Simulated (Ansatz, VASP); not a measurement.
## Ge in VASP and in Ansatz

Contents of INCAR:

```
SYSTEM = Ge
  ALGO = Normal
  EDIFF = 1E-6
  ENCUT = 520
  GGA = PE
  ISIF = 2
  ISMEAR = -1
  LASPH = .TRUE.
  LCHARG = .TRUE.
  LELF = .TRUE.
  LREAL = .FALSE.
  LVHAR = .TRUE.
  LWAVE = .FALSE.
  NBANDS = 36
  NELM = 60
  PREC = Accurate
  SIGMA = 0.05
```

The input KPOINTS:

```
k-points
0
G
  11 11 6
  0 0 0
```

Contents of POSCAR:

```
Ge
1.0
    3.9975858431      0.0000000000      0.0000000000
   -1.9987929216      3.4620108940      0.0000000000
    0.0000000000      0.0000000000      6.4013966115
Ge
4
Direct
    0.6666666667      0.3333333333      0.0629012500
    0.3333333333      0.6666666667      0.5629012500
    0.6666666667      0.3333333333      0.4370987500
    0.3333333333      0.6666666667      0.9370987500
```

Input for Ansatz:

```yaml
crystal:
  lattice:
    - [3.9975858431, 0.0, 0.0]
    - [-1.9987929216, 3.462010894, 0.0]
    - [0.0, 0.0, 6.4013966115]
  atoms:
    - { symbol: Ge, position: [0.6666666667, 0.3333333333, 0.06290125] }
    - { symbol: Ge, position: [0.3333333333, 0.6666666667, 0.56290125] }
    - { symbol: Ge, position: [0.6666666667, 0.3333333333, 0.43709875] }
    - { symbol: Ge, position: [0.3333333333, 0.6666666667, 0.93709875] }
kpoints:
  mp_grid: { grid: [11, 11, 6] }
  band_path:
    path:
      - [0.0, 0.0, 0.0]
      - [0.5, 0.0, 0.0]
      - [0.3333333333, 0.3333333333, 0.0]
      - [0.0, 0.0, 0.0]
      - [0.0, 0.0, 0.5]
      - [0.5, 0.0, 0.5]
      - [0.3333333333, 0.3333333333, 0.5]
      - [0.0, 0.0, 0.5]
      - [0.5, 0.0, 0.5]
    npoints: 5
scf:
  occupations: { method: fermi_dirac, width: 0.05 }
hamiltonian:
  xc: pbe
  pseudopotentials: { kind: all_electron, lapw: { basis_error: 0.001 } }
output:
  forces: true
  stress: true
  eigenvalues: true
```

Change from the starting cell: zz strain of -3 %.

Alike in both runs: task single point; functional PBE; k mesh 11 × 11 × 6; occupations fermi-dirac, width 0.05 eV; no spin polarisation.

|  | VASP | Ansatz |
| --- | --- | --- |
| version | VASP 6.6.1 | Ansatz 0.2.0 |
| potentials or method | VASP PAW PBE potentials, release 64 (Ge_d), cutoff 520 eV | all-electron LAPW, scalar-relativistic |

VASP gave:

```
pressure (GPa)                                                : 5.3
traceless stress, the component that is largest in VASP (GPa) : 4.15
rms of the force components (eV/Å)                            : 0.204
```

Q: Estimate Ansatz's values.

A: Pressure (GPa): 5.4; traceless stress, the component that is largest in VASP (GPa): 4.15; rms of the force components (eV/Å): 0.205.

Atom by atom the forces differ by 0.001 eV/Å (rms over components). Ansatz ran all-electron here, and VASP with PAW potentials.
